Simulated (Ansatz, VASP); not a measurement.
## Hg: VASP beside Ansatz

Contents of INCAR:

```
SYSTEM = Hg
ALGO = Normal ; EDIFF = 1E-7
EDIFFG = -0.01 ; ENCUT = 600
GGA = PS ; IBRION = 2
ISIF = 3 ; ISMEAR = -1
LASPH = .TRUE. ; LCHARG = .FALSE.
LREAL = .FALSE. ; LWAVE = .FALSE.
NELM = 60 ; NSW = 80
PREC = Accurate ; SIGMA = 0.1
```

File KPOINTS:

```
k-points
0
G
  11 11 3
  0 0 0
```

File POSCAR:

```
Hg
1.0
    3.1954827370      0.0000000000      0.0000000000
   -1.5977413685      2.7673692276      0.0000000000
    0.0000000000      0.0000000000     10.4364466190
Hg
4
Direct
    0.0000000000      0.0000000000      0.0000000000
    0.0000000000      0.0000000000      0.5000000000
    0.3333333333      0.6666666667      0.2500000000
    0.6666666667      0.3333333333      0.7500000000
```

Input for Ansatz:

```yaml
crystal:
  lattice:
    - [3.195482737, 0.0, 0.0]
    - [-1.5977413685, 2.7673692276, 0.0]
    - [0.0, 0.0, 10.436446619]
  atoms:
    - { symbol: Hg, position: [0.0, 0.0, 0.0] }
    - { symbol: Hg, position: [0.0, 0.0, 0.5] }
    - { symbol: Hg, position: [0.3333333333, 0.6666666667, 0.25] }
    - { symbol: Hg, position: [0.6666666667, 0.3333333333, 0.75] }
hamiltonian:
  xc: pbesol
  pseudopotentials:
    kind: paw
    azcp:
      Hg: "pseudopotentials/Hg.paw.azcp"
basis:
  ecutwfc: 420
  fft_grid_basis: typed
kpoints:
  mp_grid: { grid: [11, 11, 3], shift: [0, 0, 0] }
magnetization:
  spin_polarized: false
scf:
  occupations: { method: fermi_dirac, width: 0.1 }
relax:
  max_steps: 60
  f_tol: 0.01
  cell: {}
```

Alike in both runs: task relaxation of cell and atoms; functional PBEsol; k mesh 11 × 11 × 3; occupations fermi-dirac, width 0.1 eV; no spin polarisation.

```csv
,VASP,Ansatz
version,VASP 6.6.1,Ansatz 0.2.0
potentials or method,"VASP PAW PBE potentials, release 64 (Hg), cutoff 600 eV","plane waves (420 eV) with PAW, scalar-relativistic"
valence electrons in the cell,48,80
```

Ansatz gave:

```
relaxed volume (Å³/atom)                                        : 23.48
relaxed length of the cell vector where the two differ most in proportion (Å) : 3.190
```

Q: Estimate VASP's values.

A: Relaxed volume (Å³/atom): 23.74; relaxed length of the cell vector where the two differ most in proportion (Å): 3.209.

VASP's potentials were made for PBE, not for PBEsol, and Ansatz warns of the same on its side. VASP's potentials hold 48 valence electrons a cell and Ansatz's 80, so a difference there can come from the potentials and not from the codes.

Spin-orbit coupling is off throughout.
